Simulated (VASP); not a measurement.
# TiC (Fm-3m) in VASP: notebook

TiC is run at these levels: PBEsol+U; tasks: single point.

Everything below comes from runs of VASP 6.6.1. Logs are shortened: lines on timing, memory, paths and dates and some standing lists are left out, and cuts for length are marked.

**1. The cell of the first run**

Symmetry: Fm-3m, No. 225, cubic system. The conventional cell has a = 4.331 Å, b = 4.331 Å, c = 4.331 Å, α = 90.00°, β = 90.00°, γ = 90.00°. Ti (site symmetry m-3m) has 6 C at 2.17 Å within 2.9 Å. C (site symmetry m-3m) has 6 Ti at 2.17 Å within 2.9 Å.

**2. Single point, PBEsol+U**

File INCAR:

```
SYSTEM = TiC
ALGO = Normal
EDIFF = 1E-7
ENCUT = 520
GGA = PS
ISIF = 2
ISMEAR = -1
LASPH = .TRUE.
LCHARG = .TRUE.
LDAU = .TRUE.
LDAUJ = 0 0
LDAUL = 2 -1
LDAUPRINT = 1
LDAUTYPE = 2
LDAUU = 1 0
LELF = .TRUE.
LMAXMIX = 4
LREAL = .FALSE.
LVHAR = .TRUE.
LWAVE = .FALSE.
NBANDS = 15
NELM = 150
PREC = Accurate
SIGMA = 0.05
```

File KPOINTS:

```
k-points
0
G
  11 11 11
  0 0 0
```

File POSCAR:

```
TiC
1.0
    0.0000000000      2.1657188437      2.1657188437
    2.1657188437      0.0000000000      2.1657188437
    2.1657188437      2.1657188437      0.0000000000
Ti C
1 1
Direct
    0.0000000000      0.0000000000      0.0000000000
    0.5000000000      0.5000000000      0.5000000000
```

Potentials or basis: VASP PAW PBE potentials, release 64 (Ti_sv, C).

Run with:

```sh
$ cat potpaw_PBE.64/Ti_sv/POTCAR potpaw_PBE.64/C/POTCAR > POTCAR
$ mpirun -np 1 vasp_std > vasp.out
```

OUTCAR:

```text
SYSTEM = TiC
   EDIFF = 1E-7
   ENCUT = 520
   GGA = PS
   ISIF = 2
   ISMEAR = -1
   LASPH = .TRUE.
   LREAL = .FALSE.
   NELM = 150
   PREC = Accurate

 ion  position               nearest neighbor table
   1  0.000  0.000  0.000-   2 2.17   2 2.17   2 2.17   2 2.17   2 2.17   2 2.17
   2  0.500  0.500  0.500-   1 2.17   1 2.17   1 2.17   1 2.17   1 2.17   1 2.17

  LATTYP: Found a face centered cubic cell.
 ALAT       =     4.3314376874

  Lattice vectors:

 A1 = (   0.0000000000,   2.1657188437,   2.1657188437)
 A2 = (   2.1657188437,   0.0000000000,   2.1657188437)
 A3 = (   2.1657188437,   2.1657188437,   0.0000000000)

Analysis of symmetry for initial positions (statically):
=====================================================================
 Subroutine PRICEL returns:
 Original cell was already a primitive cell.

 Routine SETGRP: Setting up the symmetry group for a
 face centered cubic supercell.

 Subroutine GETGRP returns: Found 48 space group operations
[... 9 lines left out ...]

 Routine SETGRP: Setting up the symmetry group for a
 face centered cubic supercell.

 Subroutine GETGRP returns: Found 48 space group operations
[... 11 lines left out ...]
                                     Primitive cell

  volume of cell :      20.3159

  direct lattice vectors                    reciprocal lattice vectors
     0.000000000  2.165718844  2.165718844    -0.230870227  0.230870227  0.230870227
     2.165718844  0.000000000  2.165718844     0.230870227 -0.230870227  0.230870227
     2.165718844  2.165718844  0.000000000     0.230870227  0.230870227 -0.230870227

  length of vectors
     3.062788961  3.062788961  3.062788961     0.399878962  0.399878962  0.399878962

  position of ions in fractional coordinates (direct lattice)
[... 8 lines left out ...]
----------------------------------------------------------------------------------------

 KPOINTS: k-points

Automatic generation of k-mesh.
 Grid dimensions read from file:
 generate k-points for:   11   11   11

 Generating k-lattice:

  Cartesian coordinates                     Fractional coordinates (reciprocal lattice)
    -0.020988202  0.020988202  0.020988202     0.090909091  0.000000000  0.000000000
     0.020988202 -0.020988202  0.020988202     0.000000000  0.090909091  0.000000000
     0.020988202  0.020988202 -0.020988202     0.000000000  0.000000000  0.090909091

  Length of vectors
     0.036352633  0.036352633  0.036352633

  Shift w.r.t. Gamma in fractional coordinates (k-lattice)
     0.000000000  0.000000000  0.000000000

 Subroutine IBZKPT returns following result:
 ===========================================

 Found     56 irreducible k-points:

 Following reciprocal coordinates:
            Coordinates               Weight
  0.000000  0.000000  0.000000      1.000000
  0.090909  0.000000  0.000000      8.000000
  0.181818  0.000000  0.000000      8.000000
  0.272727  0.000000  0.000000      8.000000
  0.363636  0.000000  0.000000      8.000000
  0.454545  0.000000  0.000000      8.000000
[... 16 lines left out ...]
 -0.272727  0.181818  0.000000     24.000000
 -0.181818  0.181818  0.000000     12.000000
 [... further k-points ...]
   k-points           NKPTS =     56   k-points in BZ     NKDIM =     56   number of bands    NBANDS=     15
   number of dos      NEDOS =    301   number of ions     NIONS =      2
   total plane-waves  NPLWV =  13824
   dimension x,y,z NGX =    24 NGY =   24 NGZ =   24
   dimension x,y,z NGXF=    48 NGYF=   48 NGZF=   48
   ions per type =               1   1
   NGX,Y,Z   is equivalent  to a cutoff of  13.03, 13.03, 13.03 a.u.
   NGXF,Y,Z  is equivalent  to a cutoff of  26.05, 26.05, 26.05 a.u.
 SYSTEM =  TiC
   PREC   = accura    normal or accurate (medium, high low for compatibility)
   ISTART =      0    job   : 0-new  1-cont  2-samecut
   ICHARG =      2    charge: 1-file 2-atom 10-const
   ISPIN  =      1    spin polarized calculation?
   LNONCOLLINEAR =      F non collinear calculations
   LSORBIT =      F    spin-orbit coupling
   LASPH  =      T    aspherical Exc in radial PAW
   ENCUT  =  520.0 eV  38.22 Ry    6.18 a.u.   5.69  5.69  5.69*2*pi/ulx,y,z
   NELM   =    150;   NELMIN=  2; NELMDL= -5     # of ELM steps
   EDIFF  = 0.1E-06   stopping-criterion for ELM
   LREAL  =      F    real-space projection
   EDIFFG = 0.1E-05   stopping-criterion for IOM
   NSW    =      0    number of steps for IOM
   IBRION =     -1    ionic relax: 0-MD 1-quasi-New 2-CG
   NFREE  =      0    steps in history (QN), initial steepest desc. (CG)
   ISIF   =      2    stress and relaxation
   ISYM   =      2    0-nonsym 1-usesym 2-fastsym
   POTIM  = 0.5000    time-step for ionic-motion
   TEBEG  =    0.0;   TEEND  =   0.0 temperature during run
   PSTRESS=    0.0 pullay stress
   NELECT =      16.0000    total number of electrons
   NUPDOWN=      -1.0000    fix difference up-down
   EMIN   =  10.00;   EMAX   =-10.00  energy-range for DOS
   EFERMI =   0.00;   METHOD = LEGACY
   ISMEAR =    -1;   SIGMA  =   0.05  broadening in eV -4-tet -1-fermi 0-gaus
   EFERMI_NEDOS =   21; number of points for ismear=-14 and -15
   IALGO  =     38    algorithm
   IMIX   =      4    mixing-type and parameters
     AMIX     =   0.40;   BMIX     =  1.00
     AMIX_MAG =   1.60;   BMIX_MAG =  1.00
  volume/ion in A,a.u.               =      10.16        68.55
  Fermi-wavevector in a.u.,A,eV,Ry     =   1.511829  2.856943 31.097854  2.285628
  Thomas-Fermi vector in A             =   2.621834
   LORBIT       =      0    0 simple, 1 ext, 2 COOP (PROOUT), +10 PAW based schemes
 LDA+U is selected, type is set to LDAUTYPE =  2
   angular momentum for each species LDAUL =     2   -1
   U (eV)           for each species LDAUU =   1.0  0.0
   J (eV)           for each species LDAUJ =   0.0  0.0
   GGA     = PS    functional components
   LHFCALC =     F    Hartree Fock is set to
   AEXX    =    0.0000 exact exchange contribution
   IVDW    =     0    specifies the selected vdW correction
   LEPSILON=     F    determine dielectric tensor
   LRPA    =     F    only Hartree local field effects (RPA)
 non-spin polarized calculation
  energy-cutoff  :      520.00
  volume of cell :       20.32
 maximum number of plane-waves:       560
   NGX = 11   NGY = 11   NGZ = 11

atom =   1  type =  1  l = 2

 onsite density matrix

spin component  1

  0.1376  0.0000 -0.0000 -0.0000 -0.0000
  0.0000  0.1376 -0.0000  0.0000 -0.0000
 -0.0000 -0.0000  0.2826  0.0000  0.0000
 -0.0000  0.0000  0.0000  0.1376  0.0000
 -0.0000 -0.0000  0.0000  0.0000  0.2826

spin component  2

  0.1376  0.0000 -0.0000 -0.0000 -0.0000
  0.0000  0.1376 -0.0000  0.0000 -0.0000
 -0.0000 -0.0000  0.2826  0.0000  0.0000
 -0.0000  0.0000  0.0000  0.1376  0.0000
 -0.0000 -0.0000  0.0000  0.0000  0.2826

 occupancies and eigenvectors

  o =  0.1376  v =  1.0000  0.0000  0.0000  0.0000  0.0000  0.0000  0.0000  0.0000  0.0000  0.0000      0.0000  0.0000  0.0000  0.0000  0.0000  0.0000  0.0000  0.0000  0.0000  0.0000
  o =  0.1376  v =  0.0000  0.0000  0.0000  0.0000  0.0000  1.0000  0.0000  0.0000  0.0000  0.0000      0.0000  0.0000  0.0000  0.0000  0.0000  0.0000  0.0000  0.0000  0.0000  0.0000
  o =  0.1376  v =  0.0000 -0.9725  0.0000 -0.2329  0.0000  0.0000  0.0000  0.0000  0.0000  0.0000      0.0000  0.0000  0.0000  0.0000  0.0000  0.0000  0.0000  0.0000  0.0000  0.0000
  o =  0.1376  v =  0.0000  0.0000  0.0000  0.0000  0.0000  0.0000 -0.9725  0.0000 -0.2329  0.0000      0.0000  0.0000  0.0000  0.0000  0.0000  0.0000  0.0000  0.0000  0.0000  0.0000
  o =  0.1376  v =  0.0000 -0.2329  0.0000  0.9725  0.0000  0.0000  0.0000  0.0000  0.0000  0.0000      0.0000  0.0000  0.0000  0.0000  0.0000  0.0000  0.0000  0.0000  0.0000  0.0000
  o =  0.1376  v =  0.0000  0.0000  0.0000  0.0000  0.0000  0.0000 -0.2329  0.0000  0.9725  0.0000      0.0000  0.0000  0.0000  0.0000  0.0000  0.0000  0.0000  0.0000  0.0000  0.0000
  o =  0.2826  v =  0.0000 -0.0000 -0.9938  0.0000  0.1110  0.0000  0.0000  0.0000  0.0000  0.0000      0.0000  0.0000  0.0000  0.0000  0.0000  0.0000  0.0000  0.0000  0.0000  0.0000
  o =  0.2826  v =  0.0000  0.0000  0.0000  0.0000  0.0000  0.0000 -0.0000 -0.9938  0.0000  0.1110      0.0000  0.0000  0.0000  0.0000  0.0000  0.0000  0.0000  0.0000  0.0000  0.0000
  o =  0.2826  v =  0.0000  0.0000  0.0000  0.0000  0.0000  0.0000  0.0000  0.1110 -0.0000  0.9938      0.0000  0.0000  0.0000  0.0000  0.0000  0.0000  0.0000  0.0000  0.0000  0.0000
  o =  0.2826  v =  0.0000  0.0000  0.1110 -0.0000  0.9938  0.0000  0.0000  0.0000  0.0000  0.0000      0.0000  0.0000  0.0000  0.0000  0.0000  0.0000  0.0000  0.0000  0.0000  0.0000

 number of electron      16.0000000 magnetization

 Free energy of the ion-electron system (eV)
  ---------------------------------------------------
  ext. energy  EPLUGINS =         0.00000000
  ---------------------------------------------------
  free energy    TOTEN  =       -19.02491441 eV

  energy without entropy =      -19.02259329  energy(sigma->0) =      -19.02375385

 E-fermi :   9.4808     XC(G=0): -12.8626

 val. band max:        9.3511840149   @ k =   0.1818   0.1818   0.0000
 cond. band min:       9.5767413706   @ k =   0.0909   0.0000   0.0000
 fundamental gap:      0.2255573556
 Fermi energy:         9.4807547649

 k-point     1 :       0.0000    0.0000    0.0000
  band No.  band energies     occupation
      1     -47.1778      2.00000
      2     -23.2964      2.00000
      3     -23.2964      2.00000
      4     -23.2964      2.00000
      5      -3.0250      2.00000
      6      10.1707      0.00000
      7      10.1707      0.00000
      8      10.1707      0.00000
      9      11.0820      0.00000
     10      11.0820      0.00000
     11      11.0820      0.00000
     12      11.1207      0.00000
     13      11.1207      0.00000
     14      19.8193      0.00000
     15      23.2272      0.00000

 k-point     2 :       0.0909    0.0000    0.0000
  band No.  band energies     occupation
      1     -47.1719      2.00000
      2     -23.3376      2.00000
      3     -23.3003      2.00000
      4     -23.3003      2.00000
      5      -2.8374      2.00000
      6       9.3169      1.92720
      7       9.5767      0.25578
      8       9.5767      0.25578
      9      10.4781      0.00000
     10      10.4781      0.00000
     11      11.5090      0.00000
     12      12.5925      0.00000
     13      12.5925      0.00000
     14      20.1417      0.00000
     15      23.3135      0.00000

 k-point     3 :       0.1818    0.0000    0.0000
  band No.  band energies     occupation
      1     -47.1562      2.00000
      2     -23.4469      2.00000
      3     -23.3108      2.00000
      4     -23.3108      2.00000
      5      -2.2986      2.00000
      6       7.8499      2.00000
      7       8.4311      2.00000
      8       8.4311      2.00000
      9      10.8366      0.00000
     10      10.8366      0.00000
     11      11.9567      0.00000
     12      14.1489      0.00000
     13      14.1489      0.00000
     14      20.6629      0.00000
     15      23.3491      0.00000

 k-point     4 :       0.2727    0.0000    0.0000
  band No.  band energies     occupation
      1     -47.1355      2.00000
      2     -23.5871      2.00000
      3     -23.3244      2.00000
      4     -23.3244      2.00000
      5      -1.4783      2.00000
      6       6.2686      2.00000
      7       7.5102      2.00000
      8       7.5102      2.00000
      9      11.3968      0.00000
     10      11.3968      0.00000
     11      12.3997      0.00000
     12      15.6099      0.00000
     13      15.6099      0.00000
     14      20.1398      0.00000
     15      23.9347      0.00000
[... 307 lines left out ...]
 k-point    22 :      -0.3636    0.1818    0.0000
  band No.  band energies     occupation
      1     -47.0982      2.00000
      2     -23.7189      2.00000
      3     -23.4550      2.00000
      4     -23.3567      2.00000
      5       0.1164      2.00000
      6       4.3988      2.00000
      7       6.5324      2.00000
      8       6.7497      2.00000
      9      12.0590      0.00000
     10      12.3904      0.00000
     11      13.2966      0.00000
     12      15.4799      0.00000
     13      17.2631      0.00000
     14      19.6478      0.00000
     15      23.3276      0.00000

 k-point    23 :      -0.2727    0.1818    0.0000
  band No.  band energies     occupation
      1     -47.1110      2.00000
      2     -23.6525      2.00000
      3     -23.4440      2.00000
      4     -23.3349      2.00000
      5      -0.5267      2.00000
      6       5.1513      2.00000
      7       6.8727      2.00000
      8       6.9078      2.00000
      9      11.5129      0.00000
     10      12.4432      0.00000
     11      13.2499      0.00000
     12      14.5583      0.00000
     13      17.3537      0.00000
     14      20.3428      0.00000
     15      22.9264      0.00000

 k-point    24 :      -0.1818    0.1818    0.0000
  band No.  band energies     occupation
      1     -47.1285      2.00000
      2     -23.5708      2.00000
      3     -23.4046      2.00000
      4     -23.3166      2.00000
      5      -1.2845      2.00000
      6       6.1449      2.00000
      7       7.2391      2.00000
      8       7.4686      2.00000
      9      11.0376      0.00000
     10      12.1241      0.00000
     11      13.0291      0.00000
     12      13.8000      0.00000
     13      16.6863      0.00000
     14      21.0821      0.00000
     15      22.8124      0.00000

 [... further k-points ...]
[... 5 lines left out ...]
  --------------------------------------------------------------------------------------
  -------------------------------------------------------------------------------------
  Total       -0.4599025     -0.4599025     -0.4599025      0.0000000      0.0000000      0.0000000
  in kB      -36.2693772    -36.2693772    -36.2693772      0.0000000      0.0000000      0.0000000
  external PRESSURE =     -36.2693772 kB  Pullay stress =       0.0000000 kB

 VOLUME and BASIS-vectors are now :
 -----------------------------------------------------------------------------
  energy-cutoff  :      520.00
  volume of cell :       20.32
      direct lattice vectors                 reciprocal lattice vectors
     0.000000000  2.165718844  2.165718844    -0.230870227  0.230870227  0.230870227
     2.165718844  0.000000000  2.165718844     0.230870227 -0.230870227  0.230870227
     2.165718844  2.165718844  0.000000000     0.230870227  0.230870227 -0.230870227

 POSITION                                       TOTAL-FORCE (eV/Angst)
 -----------------------------------------------------------------------------------
      0.00000      0.00000      0.00000         0.000000     -0.000000      0.000000
      2.16572      2.16572      2.16572        -0.000000      0.000000     -0.000000
 -----------------------------------------------------------------------------------
    total drift:                                0.000000     -0.000000     -0.000000

  FREE ENERGIE OF THE ION-ELECTRON SYSTEM (eV)
  ---------------------------------------------------
  free  energy   TOTEN  =       -19.0249144067 eV

  energy  without entropy=      -19.0225932950  energy(sigma->0) =      -19.02375385
```

It took 7.3 s on 1 thread of Intel Xeon 6975P-C (Granite Rapids), shared host; peak memory 0.15 GiB.

What came out:

```yaml
Free_energy: -19.0249 eV
Pressure: -3.6 GPa
Band_gap_on_the_k_mesh: zero (band 8 reaches 10.17 eV, above the bottom of band 9 at 9.00 eV)
```

Levels at points of the mesh, in eV from the Fermi level:
```csv
k point,band 6,band 7,band 8,band 9,band 10,band 11
"(0.00, 0.00, 0.00)",0.69,0.69,0.69,1.60,1.60,1.60
```

Eigenvalues of the final occupation matrices:
| site | spin | trace | eigenvalues |
| --- | --- | --- | --- |
| site 1 d | 1 | 0.98 | 0.14 0.14 0.14 0.28 0.28 |
| site 1 d | 2 | 0.98 | 0.14 0.14 0.14 0.28 0.28 |

Caveat: the PAW data sets were made with another functional, which shifts forces and pressure a little; U without spin polarisation on a metal has little footing; the U is typed as a test and isn't derived for this compound.

**3. Single point, PBEsol+U**

File INCAR:

```
  PREC = Accurate
  ENCUT = 520
  EDIFF = 1E-6
  ISMEAR = -1
  SIGMA = 0.05
  LREAL = F
  LASPH = T
  NELM = 150
  ALGO = Normal
  ISIF = 2
  LWAVE = F
  LCHARG = F
  LMAXMIX = 4
  LDAU = T
  LDAUTYPE = 2
  LDAUL = 2 -1
  LDAUU = 2 0
  LDAUJ = 0 0
  LDAUPRINT = 1
  GGA = PS
  NBANDS = 15
```

File KPOINTS:

```
Automatic mesh
0
Gamma
  11 11 11
```

POSCAR is that of step 2.

Potentials or basis: VASP PAW PBE potentials, release 64 (Ti_sv, C).

Run with:

```sh
$ cat potpaw_PBE.64/Ti_sv/POTCAR potpaw_PBE.64/C/POTCAR > POTCAR
$ mpirun -np 1 vasp_std > vasp.out
```

Run time: 6.3 s. Hardware: 1 thread of Intel Xeon 6975P-C (Granite Rapids), shared host; peak memory 0.14 GiB.

Results (log left out):

```yaml
Free_energy: -18.2702 eV
Pressure: -0.8 GPa
Band_gap_on_the_k_mesh: zero (band 8 reaches 10.39 eV, above the bottom of band 9 at 9.11 eV)
```

Levels at points of the mesh, in eV from the Fermi level:
```csv
k point,band 4,band 5,band 6,band 7,band 8,band 9,band 10,band 11,band 12,band 13
"(0.00, 0.00, 0.00)",-33.05,-12.59,0.78,0.78,0.78,1.55,1.55,1.55,1.60,1.60
```

Eigenvalues of the final occupation matrices:
| site | spin | trace | eigenvalues |
| --- | --- | --- | --- |
| site 1 d | 1 | 0.96 | 0.13 0.13 0.13 0.28 0.28 |
| site 1 d | 2 | 0.96 | 0.13 0.13 0.13 0.28 0.28 |

Caveat: the PAW data sets were made with another functional, which shifts forces and pressure a little; U without spin polarisation on a metal has little footing; the U is typed as a test and isn't derived for this compound.

**4. Single point, PBEsol+U**

File INCAR:

```
  PREC = Accurate
  ENCUT = 520
  EDIFF = 1E-6
  ISMEAR = -1
  SIGMA = 0.05
  LREAL = False
  LASPH = True
  NELM = 150
  ALGO = Normal
  ISIF = 2
  LWAVE = False
  LCHARG = False
  LMAXMIX = 4
  LDAU = True
  LDAUTYPE = 2
  LDAUL = 2 -1
  LDAUU = 3 0
  LDAUJ = 0 0
  LDAUPRINT = 1
  GGA = PS
  NBANDS = 15
```

File KPOINTS:

```
regular mesh
0
Gamma
  11 11 11
```

POSCAR is that of step 3.

Run with:

```sh
$ cat potpaw_PBE.64/Ti_sv/POTCAR potpaw_PBE.64/C/POTCAR > POTCAR
$ mpirun -np 1 vasp_std > vasp.out
```

It took 6.5 s on 1 thread of Intel Xeon 6975P-C (Granite Rapids), shared host; peak memory 0.14 GiB.

Results (log left out):

* Free energy: -17.5291 eV
* Pressure: 2.2 GPa
* Band gap on the k mesh: zero (band 8 reaches 10.61 eV, above the bottom of band 9 at 9.22 eV)

Levels at points of the mesh, in eV from the Fermi level:
```tsv
k point	band 4	band 5	band 6	band 7	band 8	band 9	band 10	band 11	band 12	band 13
(0.00, 0.00, 0.00)	-33.32	-12.69	0.86	0.86	0.86	1.49	1.49	1.49	1.56	1.56
```

Eigenvalues of the final occupation matrices:
| site | spin | trace | eigenvalues |
| --- | --- | --- | --- |
| site 1 d | 1 | 0.94 | 0.13 0.13 0.13 0.28 0.28 |
| site 1 d | 2 | 0.94 | 0.13 0.13 0.13 0.28 0.28 |

Caveat: the PAW data sets were made with another functional, which shifts forces and pressure a little; U without spin polarisation on a metal has little footing; the U is typed as a test and isn't derived for this compound.

**5. Overview**

| U | gap on the mesh (eV) | pressure (GPa) |
| --- | --- | --- |
| Ti d U = 1.0 eV | none | -3.6 |
| Ti d U = 2.0 eV | none | -0.8 |
| Ti d U = 3.0 eV | none | 2.2 |

Alike in all rows: task single point; level PBEsol+U; potentials or basis VASP PAW PBE potentials, release 64 (Ti_sv, C); no spin polarisation; cell as given; k mesh 11 × 11 × 11; cutoff (eV) 520; smearing fermi-dirac 0.05 eV.

Every run on the cell as given and a fine mesh finds a metal.

Caveats: the PAW data sets were made with another functional, which shifts forces and pressure a little; U without spin polarisation on a metal has little footing; the U is typed as a test and isn't derived for this compound.

Absolute energies hang on the potentials; compare differences alone.
